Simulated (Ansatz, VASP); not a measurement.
Two plane-wave programs on LiH

The input POSCAR:

```
LiH
1.0
    0.0000000000      2.0635524157      2.0635524157
    2.0635524157      0.0000000000      2.0635524157
    2.0635524157      2.0635524157      0.0000000000
Li H
1 1
Direct
    0.0000000000      0.0000000000      0.0000000000
    0.5000000000      0.5000000000      0.5000000000
```

Contents of INCAR.step1:

```
PREC     = Accurate       # precision mode
ENCUT    = 520            # plane-wave cutoff, eV
ISMEAR   = -1             # smearing method
SIGMA    = 0.05           # smearing width, eV
LREAL    = F              # projectors in reciprocal space
LASPH    = T              # aspherical terms in the spheres
NELM     = 80             # most SCF steps
NBANDS   = 9              # bands
GGA      = PE             # functional
ALGO     = Normal         # electronic algorithm
EDIFF    = 1E-4           # SCF threshold, eV
LWAVE    = T              # write WAVECAR
LCHARG   = F              # write CHGCAR
```

Contents of INCAR.step2:

```
PREC     = Accurate       # precision mode
ENCUT    = 520            # plane-wave cutoff, eV
EDIFF    = 1E-6           # SCF threshold, eV
ISMEAR   = -1             # smearing method
SIGMA    = 0.05           # smearing width, eV
LREAL    = F              # projectors in reciprocal space
LASPH    = T              # aspherical terms in the spheres
NELM     = 80             # most SCF steps
ALGO     = Normal         # electronic algorithm
ISIF     = 2              # what is computed and relaxed
LWAVE    = F              # write WAVECAR
LCHARG   = F              # write CHGCAR
METAGGA  = R2SCAN         # meta-GGA
LMIXTAU  = T            
NBANDS   = 9              # bands
ISTART   = 1
```

File KPOINTS:

```
regular mesh
0
Gamma
  11 11 11
```

File input.yaml:

```yaml
crystal:
  lattice:
    - [0.0, 2.0635524157, 2.0635524157]
    - [2.0635524157, 0.0, 2.0635524157]
    - [2.0635524157, 2.0635524157, 0.0]
  atoms:
    - { symbol: Li, position: [0.0, 0.0, 0.0] }
    - { symbol: H, position: [0.5, 0.5, 0.5] }
hamiltonian:
  xc: r2scan
  pseudopotentials: { kind: paw }
kpoints:
  mp_grid: { grid: [11, 11, 11] }
scf:
  occupations: { method: fermi_dirac, width: 0.05 }
output:
  forces: true
  stress: true
  eigenvalues: true
```

Alike in both runs: task single point; functional r2SCAN; k mesh 11 × 11 × 11; occupations fermi-dirac, width 0.05 eV; no spin polarisation.

|  | VASP | Ansatz |
| --- | --- | --- |
| version | VASP 6.6.1 | Ansatz 0.2.0 |
| potentials or method | VASP PAW PBE potentials, release 64 (Li_sv, H) | Ansatz PAW |
| plane-wave cutoff (eV) | 520 | 500 |
| valence electrons in the cell | 4 | 4 |

|  | VASP | Ansatz | Ansatz less VASP |
| --- | --- | --- | --- |
| gap on the k mesh at the Fermi level (eV) | 3.82 | 3.86 | +0.045 |
| least direct gap on the mesh (eV) | 3.82 | 3.86 | +0.045 |

VASP's potentials were made for PBE, not for r2SCAN.

Noted on VASP's run: the cutoff is under 1.25 times that of the potentials, so the pressure is a little rough. Noted on Ansatz's run: odd divisions of the mesh miss points on the zone boundary, where band edges often lie, so the gap on the mesh can be too wide.
